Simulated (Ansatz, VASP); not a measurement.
PbS: VASP beside Ansatz

File INCAR:

```
ALGO = Normal
EDIFF = 1E-7
ENCUT = 520
GGA = PS
ISIF = 2
ISMEAR = 0
LASPH = T
LCHARG = F
LREAL = F
LWAVE = F
NBANDS = 28
NELM = 100
PREC = Accurate
SIGMA = 0.01
```

Contents of KPOINTS:

```
k-points
0
Gamma
  4 4 4
```

POSCAR

```
PbS
1.0
    2.9546766125     -2.9689065328      0.2885572983
    2.9546766125      2.9689065328      0.2885572983
   -0.5836033582      0.0000000000      5.9261748063
Pb S
2 2
Direct
    0.7499848290      0.7499848290      0.7500022824
    0.2500151710      0.2500151710      0.2499977176
    0.2500755424      0.2500755424      0.7500279570
    0.7499244576      0.7499244576      0.2499720430
```

Input for Ansatz:

```yaml
crystal:
  lattice:
    - [2.9546766125, -2.9689065328, 0.2885572983]
    - [2.9546766125, 2.9689065328, 0.2885572983]
    - [-0.5836033582, 0.0, 5.9261748063]
  atoms:
    - { symbol: Pb, position: [0.749984829, 0.749984829, 0.7500022824] }
    - { symbol: Pb, position: [0.250015171, 0.250015171, 0.2499977176] }
    - { symbol: S, position: [0.2500755424, 0.2500755424, 0.750027957] }
    - { symbol: S, position: [0.7499244576, 0.7499244576, 0.249972043] }
kpoints:
  mp_grid: { grid: [4, 4, 4] }
hamiltonian:
  xc: pbesol
scf:
  occupations: { method: fixed }
  n_extra_bands: 5
output:
  forces: true
  stress: true
  eigenvalues: true
```

Alike in both runs: task single point; functional PBEsol; k mesh 4 × 4 × 4; no spin polarisation.

|  | VASP | Ansatz |
| --- | --- | --- |
| version | VASP 6.6.1 | Ansatz 0.2.0 |
| potentials or method | VASP PAW PBE potentials, release 64 (Pb_d, S) | plane waves |
| plane-wave cutoff (eV) | 520 | 420 |
| occupations | gaussian, width 0.01 eV | fixed |
| valence electrons in the cell | 40 | 40 |

|  | VASP | Ansatz | Ansatz less VASP |
| --- | --- | --- | --- |
| gap on the k mesh at the Fermi level (eV) | 0.27 | 0.27 | -0.006 |
| pressure (GPa) | -1.1 | -1.1 | +0.04 |
| traceless stress, the component that is largest in VASP (GPa) | -0.28 | -0.28 | +0.001 |

VASP's potentials were made for PBE, not for PBEsol.

Spin-orbit coupling is off throughout.
